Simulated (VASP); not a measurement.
Write the native input for VASP 6.6.1 that does the following.

- Task: single point
- Functional: PBE
- Dispersion: D3(BJ)
- Potentials or basis: VASP PAW PBE potentials, release 64 (H, C, Br)
- Cutoff: 520 eV
- k mesh: 6 × 6 × 4
- Occupations: gaussian, width 0.1 eV
- Spin: no spin polarisation
- Dipole correction: no
- Further INCAR settings: ALGO = Normal; EDIFF = 1e-07; NBANDS = 37

The structure of HCBr3 (CHBr3) lies in POSCAR:

```
HCBr3
1.0
    6.2694205112      0.0000000000      0.0000000000
   -3.1347102556      5.4294774297      0.0000000000
    0.0000000000      0.0000000000      7.0907867660
H C Br
2 2 6
Direct
    0.6666666667      0.3333333333      0.2318870112
    0.3333333333      0.6666666667      0.7318870112
    0.6666666667      0.3333333333      0.0781148503
    0.3333333333      0.6666666667      0.5781148503
    0.6993070275      0.6452490242      0.0003327128
    0.0540580032      0.6993070275      0.5003327128
    0.3547509758      0.0540580032      0.0003327128
    0.3006929725      0.3547509758      0.5003327128
    0.9459419968      0.3006929725      0.0003327128
    0.6452490242      0.9459419968      0.5003327128
```

These files were run (other wordings do the same):

INCAR

```
ALGO = Normal
EDIFF = 1E-7
ENCUT = 520
GGA = PE
ISIF = 2
ISMEAR = 0
IVDW = 12
LASPH = True
LCHARG = True
LELF = True
LREAL = False
LVHAR = True
LWAVE = False
NBANDS = 37
NELM = 60
PREC = Accurate
SIGMA = 0.1
```

KPOINTS

```
k-points
0
Gamma
  6 6 4
```

Potentials or basis: VASP PAW PBE potentials, release 64 (H, C, Br).

Launch:

```sh
$ cat potpaw_PBE.64/H/POTCAR potpaw_PBE.64/C/POTCAR potpaw_PBE.64/Br/POTCAR > POTCAR
$ mpirun -np 1 vasp_std > vasp.out
```

Results of the run:

```yaml
Pressure: 0.1 GPa
Largest_force: 0.033 eV/Å
Band_gap_on_the_k_mesh: 3.55 eV, indirect (least direct gap 3.56 eV)
Dispersion_energy_per_atom: -0.150 eV
```

Run time: 3.8 min on 1 thread of Intel(R) Xeon(R) Platinum 8259CL CPU @ 2.50GHz (Skylake/Cascade Lake), with other jobs on the host, peak memory 0.44 GiB.
